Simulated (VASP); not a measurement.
# Zn7S8 (a cell with a defect): single point with PBEsol

The system is Zn7S8 (a cell with a defect).

```
Zn S
1.0
     1.89078   -3.27494    6.20899
     1.89078   -3.27494   -6.20899
     3.78157    6.54987    0.00000
Zn S
7 8
Direct
  0.83583 0.83480 0.16301
  0.32821 0.32718 0.16301
  0.83766 0.83475 0.67241
  0.92126 0.41078 0.33205
  0.42265 0.91953 0.34218
  0.91516 0.40451 0.83062
  0.42611 0.91546 0.83062
  0.52138 0.14228 0.16630
  0.02403 0.64493 0.16630
  0.52113 0.14828 0.66941
  0.02366 0.64366 0.66731
  0.10775 0.22755 0.33529
  0.60740 0.72629 0.33369
  0.10915 0.22798 0.83056
  0.60257 0.72141 0.83056
```

This cell differs from its parent crystal: atoms taken out, then relaxed in part.

| Item | Value |
| --- | --- |
| Program | VASP 6.6.1 |
| Task | single point |
| Functional | PBEsol |
| Potentials or basis | VASP PAW PBE potentials, release 64 (Zn, S) |
| Cutoff | 520 eV |
| k mesh | 4 × 4 × 4 |
| Occupations | gaussian, width 0.05 eV |
| Spin | no spin polarisation |
| Dipole correction | no |
| Further INCAR settings | LREAL = Auto; ALGO = Normal; EDIFF = 1e-07; NBANDS = 79 |

The pressure is -1.9 GPa and the largest force is 0.029 eV/Å. The band gap on the k mesh is zero (bands 66 and 67 overlap by 0.57 eV).

Forces in eV/Å, atoms in the order of the input:
```
Zn  -0.001 -0.005 -0.002
Zn  -0.004  0.001 -0.002
Zn   0.004  0.002 -0.006
Zn  -0.004 -0.003  0.008
Zn   0.006  0.003  0.006
Zn   0.000  0.002  0.003
Zn   0.002 -0.001  0.003
S    0.004 -0.010  0.003
S   -0.007  0.008  0.003
S   -0.008 -0.005 -0.023
S    0.005  0.003  0.005
S    0.024  0.014 -0.009
S    0.003  0.002 -0.015
S   -0.005 -0.018  0.013
S   -0.018  0.005  0.013
```

Stress tensor (GPa, compression positive):
```
-2.04 -0.03  0.05
-0.03 -2.00  0.03
 0.05  0.03 -1.58
```

Levels at points of the mesh, in eV from the Fermi level:
| k point | band 63 | band 64 | band 65 | band 66 | band 67 | band 68 | band 69 | band 70 |
| --- | --- | --- | --- | --- | --- | --- | --- | --- |
| (0.00, 0.00, 0.00) | -0.34 | -0.33 | 0.33 | 0.39 | 0.40 | 2.70 | 3.49 | 3.75 |
| (0.50, 0.00, 0.00) | -0.81 | -0.54 | -0.36 | -0.10 | 0.01 | 4.05 | 4.28 | 4.75 |
| (0.00, 0.50, 0.00) | -0.77 | -0.54 | -0.36 | -0.16 | 0.02 | 4.12 | 4.45 | 4.73 |
| (0.50, 0.50, 0.00) | -0.46 | -0.18 | -0.18 | 0.13 | 0.15 | 3.84 | 3.90 | 3.91 |
| (0.00, 0.00, 0.50) | -0.73 | -0.32 | -0.20 | 0.01 | 0.15 | 4.21 | 4.37 | 4.39 |
| (0.50, 0.50, 0.50) | -0.87 | -0.83 | -0.77 | -0.53 | -0.14 | 4.54 | 4.61 | 4.68 |

Wall time 24 min on 1 thread of Intel Xeon 8259CL, with other jobs on the host, peak memory 0.62 GiB.

Caveat: the cell differs from its parent crystal (atoms taken out, then relaxed in part); the PAW data sets were made with another functional, which shifts forces and pressure a little.
